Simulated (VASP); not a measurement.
## Mg: single point with LDA

Mg:

```
Mg
1.0
     0.00000    2.21647    2.21647
     2.21647    0.00000    2.21647
     2.21647    2.21647    0.00000
Mg
1
Direct
  0.00000 0.00000 0.00000
```

This isn't the form of Mg at room conditions, which is hcp.

- Program: VASP 6.6.1
- Task: single point
- Functional: LDA
- Potentials or basis: VASP PAW LDA potentials, release 64 (Mg)
- Cutoff: 520 eV
- k mesh: 16 × 16 × 16
- Occupations: fermi-dirac, width 0.05 eV
- Spin: no spin polarisation
- Dipole correction: no
- k mesh for the DOS: 24 × 24 × 24
- Occupations for the DOS: tetrahedron
- Further INCAR settings: ALGO = Normal; EDIFF = 1e-06

```
Valence electrons inside the program's atomic spheres : Mg 0.38
```

Levels at points of the mesh, in eV from the Fermi level:
```
           k point  band 1  band 2  band 3  band 4  band 5
(0.00, 0.00, 0.00)   -7.11   12.65   12.65   12.65   14.74
(0.50, 0.00, 0.00)   -1.74   -1.30   11.55   11.55   12.46
(0.50, 0.50, 0.00)   -0.20    0.84    6.24    7.18    7.18
```

Run time: 28 s on 1 thread of Intel(R) Xeon(R) Platinum 8259CL CPU @ 2.50GHz (Skylake/Cascade Lake) (shared host), peak memory 0.17 GiB.
